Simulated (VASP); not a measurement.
# Au (I4/mmm) in VASP: notebook

Runs on Au. Level: PBEsol. Tasks: single point, relaxation of cell and atoms.

Program: VASP 6.6.1. These are calculated values, not measurements. Logs are shortened: lines on timing, memory, paths and dates and some standing lists are left out, and cuts for length are marked.

**1. The cell of the first run**

It takes space group I4/mmm (No. 139, tetragonal). Conventional cell: a = 2.917 Å, b = 2.917 Å, c = 4.438 Å, α = 90.00°, β = 90.00°, γ = 90.00°. Within 3.8 Å of Au (site symmetry 4/mmm) lie 12 Au at 2.92 to 3.03 Å.

**2. Single point, PBEsol**

INCAR

```
PREC = Accurate
ENCUT = 500
EDIFF = 1E-6
ISMEAR = 0
SIGMA = 0.1
LREAL = F
LASPH = T
NELM = 120
ALGO = Normal
ISIF = 2
LWAVE = F
LCHARG = F
GGA = PS
NBANDS = 12
GGA_COMPAT = F
```

KPOINTS

```
Automatic mesh
0
Gamma
  8 8 8
```

POSCAR

```
Au
1.0
   -1.4584792887      1.4584792887      2.2188634728
    1.4584792887     -1.4584792887      2.2188634728
    1.4584792887      1.4584792887     -2.2188634728
Au
1
Direct
    0.0000000000      0.0000000000      0.0000000000
```

Potentials or basis: VASP PAW PBE potentials, release 64 (Au).

The run is started by

```bash
$ cat potpaw_PBE.64/Au/POTCAR > POTCAR
$ mpirun -np 1 vasp_std > vasp.out
```

OUTCAR:

```text
PREC = Accurate
   ENCUT = 500
   EDIFF = 1E-6
   ISMEAR = 0
   LREAL = F
   LASPH = T
   NELM = 120
   ISIF = 2
   GGA = PS

 ion  position               nearest neighbor table
   1  0.000  0.000  0.000-

  LATTYP: Found a body centered tetragonal cell.
 ALAT       =     2.9169585774
 C/A-ratio  =     1.5213541186

  Lattice vectors:

 A1 = (  -1.4584792887,   1.4584792887,   2.2188634728)
 A2 = (   1.4584792887,  -1.4584792887,   2.2188634728)
 A3 = (   1.4584792887,   1.4584792887,  -2.2188634728)

Analysis of symmetry for initial positions (statically):
=====================================================================
 Subroutine PRICEL returns:
 Original cell was already a primitive cell.

 Routine SETGRP: Setting up the symmetry group for a
 body centered tetragonal supercell.

 Subroutine GETGRP returns: Found 16 space group operations
 (whereof 16 operations were pure point group operations)
 out of a pool of 16 trial point group operations.

The static configuration has the point symmetry D_4h.

Analysis of symmetry for dynamics (positions and initial velocities):
=====================================================================
 Subroutine PRICEL returns:
 Original cell was already a primitive cell.

 Routine SETGRP: Setting up the symmetry group for a
 body centered tetragonal supercell.

 Subroutine GETGRP returns: Found 16 space group operations
 (whereof 16 operations were pure point group operations)
 out of a pool of 16 trial point group operations.

The dynamic configuration has the point symmetry D_4h.

 Subroutine INISYM returns: Found 16 space group operations
 (whereof 16 operations are pure point group operations),
 and found     1 'primitive' translations

----------------------------------------------------------------------------------------

                                     Primitive cell

  volume of cell :      18.8795

  direct lattice vectors                    reciprocal lattice vectors
    -1.458479289  1.458479289  2.218863473     0.000000000  0.342822832  0.225340588
     1.458479289 -1.458479289  2.218863473     0.342822832  0.000000000  0.225340588
     1.458479289  1.458479289 -2.218863473     0.342822832  0.342822832  0.000000000

  length of vectors
     3.029468399  3.029468399  3.029468399     0.410250990  0.410250990  0.484824698

  position of ions in fractional coordinates (direct lattice)
     0.000000000  0.000000000  0.000000000

  ion indices of the primitive-cell ions
   primitive index   ion index
                 1           1

----------------------------------------------------------------------------------------

 KPOINTS: Automatic mesh

Automatic generation of k-mesh.
 Grid dimensions read from file:
 generate k-points for:    8    8    8

 Generating k-lattice:

  Cartesian coordinates                     Fractional coordinates (reciprocal lattice)
     0.000000000  0.042852854  0.028167574     0.125000000  0.000000000 -0.000000000
     0.042852854  0.000000000  0.028167574     0.000000000  0.125000000 -0.000000000
     0.042852854  0.042852854  0.000000000     0.000000000  0.000000000  0.125000000

  Length of vectors
     0.051281374  0.051281374  0.060603087

  Shift w.r.t. Gamma in fractional coordinates (k-lattice)
     0.000000000  0.000000000  0.000000000

 Subroutine IBZKPT returns following result:
 ===========================================

 Found     59 irreducible k-points:

 Following reciprocal coordinates:
            Coordinates               Weight
  0.000000  0.000000  0.000000      1.000000
  0.125000  0.000000 -0.000000      8.000000
  0.250000  0.000000 -0.000000      8.000000
  0.375000 -0.000000  0.000000      8.000000
  0.500000  0.000000 -0.000000      4.000000
  0.125000  0.125000 -0.000000      8.000000
[... 16 lines left out ...]
  0.250000  0.125000  0.125000     16.000000
  0.375000  0.125000  0.125000      8.000000
 [... further k-points ...]
   k-points           NKPTS =     59   k-points in BZ     NKDIM =     59   number of bands    NBANDS=     12
   number of dos      NEDOS =    301   number of ions     NIONS =      1
   total plane-waves  NPLWV =  13824
   dimension x,y,z NGX =    24 NGY =   24 NGZ =   24
   dimension x,y,z NGXF=    48 NGYF=   48 NGZF=   48
   ions per type =               1
   NGX,Y,Z   is equivalent  to a cutoff of  13.17, 13.17, 13.17 a.u.
   NGXF,Y,Z  is equivalent  to a cutoff of  26.34, 26.34, 26.34 a.u.
 SYSTEM =  unknown system
   PREC   = accura    normal or accurate (medium, high low for compatibility)
   ISTART =      0    job   : 0-new  1-cont  2-samecut
   ICHARG =      2    charge: 1-file 2-atom 10-const
   ISPIN  =      1    spin polarized calculation?
   LNONCOLLINEAR =      F non collinear calculations
   LSORBIT =      F    spin-orbit coupling
   LASPH  =      T    aspherical Exc in radial PAW
   ENCUT  =  500.0 eV  36.75 Ry    6.06 a.u.   5.52  5.52  5.52*2*pi/ulx,y,z
   NELM   =    120;   NELMIN=  2; NELMDL= -5     # of ELM steps
   EDIFF  = 0.1E-05   stopping-criterion for ELM
   LREAL  =      F    real-space projection
   EDIFFG = 0.1E-04   stopping-criterion for IOM
   NSW    =      0    number of steps for IOM
   IBRION =     -1    ionic relax: 0-MD 1-quasi-New 2-CG
   NFREE  =      0    steps in history (QN), initial steepest desc. (CG)
   ISIF   =      2    stress and relaxation
   ISYM   =      2    0-nonsym 1-usesym 2-fastsym
   POTIM  = 0.5000    time-step for ionic-motion
   TEBEG  =    0.0;   TEEND  =   0.0 temperature during run
   PSTRESS=    0.0 pullay stress
   NELECT =      11.0000    total number of electrons
   NUPDOWN=      -1.0000    fix difference up-down
   EMIN   =  10.00;   EMAX   =-10.00  energy-range for DOS
   EFERMI =   0.00;   METHOD = LEGACY
   ISMEAR =     0;   SIGMA  =   0.10  broadening in eV -4-tet -1-fermi 0-gaus
   EFERMI_NEDOS =   21; number of points for ismear=-14 and -15
   IALGO  =     38    algorithm
   IMIX   =      4    mixing-type and parameters
     AMIX     =   0.40;   BMIX     =  1.00
     AMIX_MAG =   1.60;   BMIX_MAG =  1.00
  volume/ion in A,a.u.               =      18.88       127.41
  Fermi-wavevector in a.u.,A,eV,Ry     =   1.367336  2.583891 25.437570  1.869609
  Thomas-Fermi vector in A             =   2.493398
   LORBIT       =      0    0 simple, 1 ext, 2 COOP (PROOUT), +10 PAW based schemes
   GGA     = PS    functional components
   LHFCALC =     F    Hartree Fock is set to
   AEXX    =    0.0000 exact exchange contribution
   IVDW    =     0    specifies the selected vdW correction
   LEPSILON=     F    determine dielectric tensor
   LRPA    =     F    only Hartree local field effects (RPA)
 non-spin polarized calculation
 Gauss-broadening in eV      SIGMA  =   0.10
  energy-cutoff  :      500.00
  volume of cell :       18.88
 maximum number of plane-waves:       500
 NGX is ok and might be reduce to    24
   NGX = 11   NGY = 11   NGZ = 11

 number of electron      10.9999999 magnetization

 Free energy of the ion-electron system (eV)
  ---------------------------------------------------
  ext. energy  EPLUGINS =         0.00000000
  ---------------------------------------------------
  free energy    TOTEN  =        -3.81208265 eV

  energy without entropy =       -3.81033905  energy(sigma->0) =       -3.81121085

 E-fermi :   7.6507     XC(G=0): -12.2845

 val. band max:        7.6232721223   @ k =  -0.2500   0.2500   0.2500
 cond. band min:       7.6937362476   @ k =   0.5000   0.2500   0.1250
 fundamental gap:      0.0704641252
 Fermi energy:         7.6506831650

 k-point     1 :       0.0000    0.0000    0.0000
  band No.  band energies     occupation
      1      -1.2188      2.00000
      2       3.1030      2.00000
      3       3.7164      2.00000
      4       3.7164      2.00000
      5       4.4485      2.00000
      6       5.0578      2.00000
      7      22.3229      0.00000
      8      25.0754      0.00000
      9      25.9422      0.00000
     10      25.9422      0.00000
     11      30.2802      0.00000
     12      32.7053      0.00000

 k-point     2 :       0.1250    0.0000   -0.0000
  band No.  band energies     occupation
      1      -0.7318      2.00000
      2       3.1750      2.00000
      3       3.6474      2.00000
      4       3.8569      2.00000
      5       4.4589      2.00000
      6       4.9672      2.00000
      7      22.3943      0.00000
      8      23.3001      0.00000
      9      25.7804      0.00000
     10      26.3768      0.00000
     11      29.2607      0.00000
     12      31.5267      0.00000

 k-point     3 :       0.2500    0.0000   -0.0000
  band No.  band energies     occupation
      1       0.4525      2.00000
      2       3.3679      2.00000
      3       3.5203      2.00000
      4       3.9989      2.00000
      5       4.8288      2.00000
      6       5.0004      2.00000
      7      18.1506      0.00000
      8      22.9967      0.00000
      9      26.1200      0.00000
     10      26.7435      0.00000
     11      28.0576      0.00000
     12      29.4163      0.00000
[... 286 lines left out ...]
 k-point    23 :       0.2500    0.1250    0.1250
  band No.  band energies     occupation
      1       2.1386      2.00000
      2       3.1183      2.00000
      3       3.3898      2.00000
      4       4.2935      2.00000
      5       5.4214      2.00000
      6       7.3355      1.99999
      7      14.3244      0.00000
      8      19.1298      0.00000
      9      21.9625      0.00000
     10      24.4450      0.00000
     11      28.6648      0.00000
     12      30.9666      0.00000

 k-point    24 :       0.3750    0.1250    0.1250
  band No.  band energies     occupation
      1       2.1493      2.00000
      2       2.9863      2.00000
      3       3.8983      2.00000
      4       4.1402      2.00000
      5       5.7279      2.00000
      6      10.2024      0.00000
      7      10.3715      0.00000
      8      19.6018      0.00000
      9      20.5397      0.00000
     10      23.7503      0.00000
     11      29.4915      0.00000
     12      33.2990      0.00000

 [... further k-points ...]

------------------------ aborting loop because EDIFF is reached ----------------------------------------

  FORCE on cell =-STRESS in cart. coord.  units (eV):
  Direction    XX          YY          ZZ          XY          YZ          ZX
  --------------------------------------------------------------------------------------
  -------------------------------------------------------------------------------------
  Total       -1.5886021     -1.5886021     -1.4293297      0.0000000      0.0000000      0.0000000
  in kB     -134.8138801   -134.8138801   -121.2975130      0.0000000      0.0000000      0.0000000
  external PRESSURE =    -130.3084244 kB  Pullay stress =       0.0000000 kB

 VOLUME and BASIS-vectors are now :
 -----------------------------------------------------------------------------
  energy-cutoff  :      500.00
  volume of cell :       18.88
      direct lattice vectors                 reciprocal lattice vectors
    -1.458479289  1.458479289  2.218863473     0.000000000  0.342822832  0.225340588
     1.458479289 -1.458479289  2.218863473     0.342822832  0.000000000  0.225340588
     1.458479289  1.458479289 -2.218863473     0.342822832  0.342822832  0.000000000

 POSITION                                       TOTAL-FORCE (eV/Angst)
 -----------------------------------------------------------------------------------
      0.00000      0.00000      0.00000         0.000000      0.000000      0.000000
 -----------------------------------------------------------------------------------
    total drift:                                0.000000      0.000000      0.000000

  FREE ENERGIE OF THE ION-ELECTRON SYSTEM (eV)
  ---------------------------------------------------
  free  energy   TOTEN  =        -3.8120826452 eV

  energy  without entropy=       -3.8103390501  energy(sigma->0) =       -3.81121085
```

Wall time 10 s (1 thread of Intel Xeon 6975P-C (Granite Rapids), shared host); peak memory 0.14 GiB.

What came out:

| Quantity | Value |
| --- | --- |
| Free energy | -3.8121 eV |
| Pressure | -13.0 GPa |
| Band gap on the k mesh | zero (an odd number of electrons rules out a gap without spin polarisation) |

Levels at points of the mesh, in eV from the Fermi level:
| k point | band 4 | band 5 | band 6 | band 7 | band 8 | band 9 |
| --- | --- | --- | --- | --- | --- | --- |
| (0.00, 0.00, 0.00) | -3.93 | -3.20 | -2.59 | 14.67 | 17.42 | 18.29 |
| (0.50, 0.00, 0.00) | -1.99 | -1.77 | -0.54 | 2.58 | 13.61 | 15.98 |
| (0.50, 0.50, 0.00) | -1.83 | -1.38 | 1.64 | 5.51 | 9.29 | 9.32 |
| (0.50, 0.50, 0.50) | -1.64 | -1.64 | 0.55 | 3.98 | 10.51 | 10.51 |

Caveat: the cell stands under tension; the PAW data sets were made with another functional, which shifts forces and pressure a little; spin-orbit coupling is left out, which moves the levels of the heavy elements.

**3. Relaxation of cell and atoms, PBEsol**

INCAR

```
SYSTEM = Au
PREC = Accurate
ENCUT = 500
EDIFF = 1E-7
ISMEAR = 0
SIGMA = 0.1
LREAL = .False.
LASPH = .True.
NELM = 120
ALGO = Normal
ISIF = 3
LWAVE = .False.
LCHARG = .False.
GGA = PS
IBRION = 2
NSW = 90
EDIFFG = -0.04
GGA_COMPAT = .False.
NELMIN = 4
```

KPOINTS

```
Automatic mesh
0
Gamma
  8 8 8
  0 0 0
```

POSCAR is that of step 2.

Potentials or basis: VASP PAW PBE potentials, release 64 (Au).

The run is started by

```bash
$ cat potpaw_PBE.64/Au/POTCAR > POTCAR
$ mpirun -np 1 vasp_std > vasp.out
```

OUTCAR:

```text
SYSTEM = Au
   PREC = Accurate
   ENCUT = 500
   EDIFF = 1E-7
   ISMEAR = 0
   LREAL = .False.
   LASPH = .True.
   NELM = 120
   ISIF = 3
   GGA = PS
   IBRION = 2
   NSW = 90
   EDIFFG = -0.04
   NELMIN = 4

 ion  position               nearest neighbor table
   1  0.000  0.000  0.000-

  LATTYP: Found a body centered tetragonal cell.
 ALAT       =     2.9169585774
 C/A-ratio  =     1.5213541186

  Lattice vectors:

 A1 = (  -1.4584792887,   1.4584792887,   2.2188634728)
 A2 = (   1.4584792887,  -1.4584792887,   2.2188634728)
 A3 = (   1.4584792887,   1.4584792887,  -2.2188634728)

Analysis of symmetry for initial positions (statically):
=====================================================================
 Subroutine PRICEL returns:
 Original cell was already a primitive cell.

 Routine SETGRP: Setting up the symmetry group for a
 body centered tetragonal supercell.

 Subroutine GETGRP returns: Found 16 space group operations
 (whereof 16 operations were pure point group operations)
 out of a pool of 16 trial point group operations.

The static configuration has the point symmetry D_4h.

[... 165 lines left out ...]
  Direction    XX          YY          ZZ          XY          YZ          ZX
  --------------------------------------------------------------------------------------
  -------------------------------------------------------------------------------------
  Total       -1.5885960     -1.5885960     -1.4293089      0.0000000      0.0000000      0.0000000
  in kB     -134.8133615   -134.8133615   -121.2957483      0.0000000      0.0000000      0.0000000
  external PRESSURE =    -130.3074904 kB  Pullay stress =       0.0000000 kB
[... 22 lines left out ...]
--------------------------------------- Ionic step        2  -------------------------------------------

 number of electron      10.9999999 magnetization

 E-fermi :  11.6472     XC(G=0): -13.6550

 val. band max:       11.5665832675   @ k =  -0.1250   0.3750   0.1250
 cond. band min:      11.6680570687   @ k =  -0.1250   0.5000   0.1250
 fundamental gap:      0.1014738012
 Fermi energy:        11.6472212726

 k-point     1 :       0.0000    0.0000    0.0000
  band No.  band energies     occupation
      1       0.2162      2.00000
      2       5.5305      2.00000
      3       6.4919      2.00000
      4       6.4919      2.00000
      5       7.5089      2.00000
      6       8.5333      2.00000
      7      25.9326      0.00000
      8      29.3732      0.00000
      9      31.1835      0.00000
[... 450 lines left out ...]
--------------------------------------- Ionic step        7  -------------------------------------------

 number of electron      10.9999999 magnetization

 Free energy of the ion-electron system (eV)
  ---------------------------------------------------
  ext. energy  EPLUGINS =         0.00000000
  ---------------------------------------------------
  free energy    TOTEN  =        -3.89587509 eV

  energy without entropy =       -3.89348503  energy(sigma->0) =       -3.89468006

 E-fermi :   9.3037     XC(G=0): -12.8819

 val. band max:        9.2525360374   @ k =  -0.1250   0.3750   0.1250
 cond. band min:       9.3126780065   @ k =   0.5000   0.2500   0.1250
 fundamental gap:      0.0601419691
 Fermi energy:         9.3036948877

 k-point     1 :       0.0000    0.0000    0.0000
  band No.  band energies     occupation
      1      -0.6413      2.00000
      2       3.9808      2.00000
      3       4.9443      2.00000
      4       4.9443      2.00000
      5       5.5817      2.00000
      6       6.5774      2.00000
      7      23.9222      0.00000
      8      26.7054      0.00000
      9      28.3088      0.00000
[... 304 lines left out ...]
  FREE ENERGIE OF THE ION-ELECTRON SYSTEM (eV)
  ---------------------------------------------------
  free  energy   TOTEN  =        -3.8958750877 eV

  energy  without entropy=       -3.8934850319  energy(sigma->0) =       -3.89468006

 reached required accuracy - stopping structural energy minimisation
```

OSZICAR:

```text
N       E                     dE             d eps       ncg     rms          rms(c)
DAV:   1     0.375549847034E+02    0.37555E+02   -0.56265E+03  1238   0.104E+03
DAV:   2    -0.383024916870E+01   -0.41385E+02   -0.38879E+02  1100   0.187E+02
DAV:   3    -0.414319306531E+01   -0.31294E+00   -0.31268E+00  1248   0.172E+01
[... 55 lines left out ...]
DAV:   2    -0.389849855741E+01    0.65251E-02   -0.48310E-03  1100   0.742E-01    0.256E-01
DAV:   3    -0.389585712911E+01    0.26414E-02   -0.57258E-03  1093   0.722E-01    0.533E-02
DAV:   4    -0.389587293458E+01   -0.15805E-04   -0.13939E-04  1106   0.136E-01    0.389E-02
DAV:   5    -0.389587501138E+01   -0.20768E-05   -0.19293E-06  1142   0.126E-02    0.715E-03
DAV:   6    -0.389587508773E+01   -0.76347E-07   -0.85027E-08   625   0.283E-03
   7 F= -.38958751E+01 E0= -.38946801E+01  d E =-.911884E-03
```

CONTCAR:

```text
Au
   1.00000000000000
    -1.3980343015472121    1.3980343015472121    2.1802545369080750
     1.3980343015472121   -1.3980343015472121    2.1802545369080750
     1.3980343015472121    1.3980343015472121   -2.1802545369080750
  Au
     1
Direct
     0.0000000000000000    0.0000000000000000    0.0000000000000000

  0.00000000E+00  0.00000000E+00  0.00000000E+00
```

Wall time 35 s (1 thread of Intel Xeon 6975P-C (Granite Rapids), shared host); peak memory 0.14 GiB.

What came out:

| Property | Result |
| --- | --- |
| Free energy | -3.8959 eV |
| Relaxed volume | 17.05 Å³/atom |
| Relaxed cell | a = 2.943 Å, b = 2.943 Å, c = 2.943 Å, α = 123.28°, β = 123.28°, γ = 84.41° |
| Space group after relaxing (to 0.1 Å) | I4/mmm (No. 139) |
| Energy gained by relaxing | 83.8 meV/atom |
| Ionic steps | 7 |
| Pressure after relaxing | 0.3 GPa |
| Band gap on the k mesh | zero (an odd number of electrons rules out a gap without spin polarisation) |

Step by step:
| step | energy change (eV) | largest force (eV/Å) | pressure (GPa) | volume (Å³) |
| --- | --- | --- | --- | --- |
| 1 | 0.0000 | 0.0000 | -13.03 | 18.88 |
| 2 | 0.1011 | 0.0000 | 32.86 | 14.99 |
| 3 | -0.0828 | 0.0000 | -0.47 | 17.12 |
| 4 | -0.0829 | 0.0000 | -0.10 | 17.08 |
| 5 | -0.0829 | 0.0000 | 0.26 | 17.05 |
| 6 | -0.0833 | 0.0000 | 0.25 | 17.05 |
| 7 | -0.0838 | 0.0000 | 0.26 | 17.05 |

Final structure:
```
Au
1.0
    -1.39803    1.39803    2.18025
     1.39803   -1.39803    2.18025
     1.39803    1.39803   -2.18025
Au
1
Direct
  0.00000 0.00000 0.00000
```

Caveat: the PAW data sets were made with another functional, which shifts forces and pressure a little; spin-orbit coupling is left out, which moves the levels of the heavy elements.
